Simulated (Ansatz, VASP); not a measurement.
# Al2SiO in VASP and in Ansatz

Contents of INCAR:

```
SYSTEM = Al2SiO
  PREC = Accurate
  ENCUT = 520
  EDIFF = 1E-7
  ISMEAR = 0
  SIGMA = 0.1
  LREAL = .FALSE.
  LASPH = .TRUE.
  NELM = 150
  ALGO = Normal
  ISIF = 2
  LWAVE = .FALSE.
  LCHARG = .FALSE.
  ISPIN = 2
  MAGMOM = 0 0 0 1
  LORBIT = 11
  GGA = PE
  NBANDS = 20
```

KPOINTS

```
Automatic mesh
0
G
  6 6 4
  0 0 0
```

POSCAR

```
Al2SiO
1.0
    3.3096170300      0.0000000000      0.0000000000
    0.0000000000      3.3096170300      0.0000000000
    0.0000000000      0.0000000000      4.8308597200
Al Si O
2 1 1
Direct
    0.5000000000      0.5000000000      0.6865026500
    0.5000000000      0.5000000000      0.3134973500
    0.5000000000      0.5000000000      0.0000000000
    0.0000000000      0.0000000000      0.5000000000
```

Input for Ansatz:

```yaml
crystal:
  lattice:
    - [3.30961703, 0.0, 0.0]
    - [0.0, 3.30961703, 0.0]
    - [0.0, 0.0, 4.83085972]
  atoms:
    - { symbol: Al, position: [0.5, 0.5, 0.68650265] }
    - { symbol: Al, position: [0.5, 0.5, 0.31349735] }
    - { symbol: Si, position: [0.5, 0.5, 0.0] }
    - { symbol: O, position: [0.0, 0.0, 0.5], spin: 1.0 }
basis:
  ecutwfc: 420
kpoints:
  mp_grid: { grid: [6, 6, 4] }
hamiltonian:
  xc: pbe
scf:
  occupations: { method: gaussian, width: 0.1 }
  lower_state_search: "off"
output:
  forces: true
  stress: true
  eigenvalues: true
  populations: true
magnetization:
  spin_polarized: true
```

Alike in both runs: task single point; functional PBE; k mesh 6 × 6 × 4; occupations gaussian, width 0.1 eV; collinear spin.

```csv
,VASP,Ansatz
version,VASP 6.6.1,Ansatz 0.2.0
potentials or method,"VASP PAW PBE potentials, release 64 (Al, Si, O), cutoff 520 eV","scalar-relativistic, plane waves, PAW"
valence electrons in the cell,16,16
```

VASP gave:

* gap on the k mesh at the Fermi level (eV): none
* rms of the force components (eV/Å): 9.429
* net moment per atom (μB): 0.00

Q: What did Ansatz give for the same quantities?

A: gap on the k mesh at the Fermi level (eV): none; rms of the force components (eV/Å): 9.201; net moment per atom (μB): 0.00.

Atom by atom the forces differ by 0.228 eV/Å (rms over components). A gap of «none» marks a metal or a gap that the smearing closes. With one functional, cell and mesh, what is left measures potentials, basis and numerics. Ansatz's warnings: seeded moment not kept.
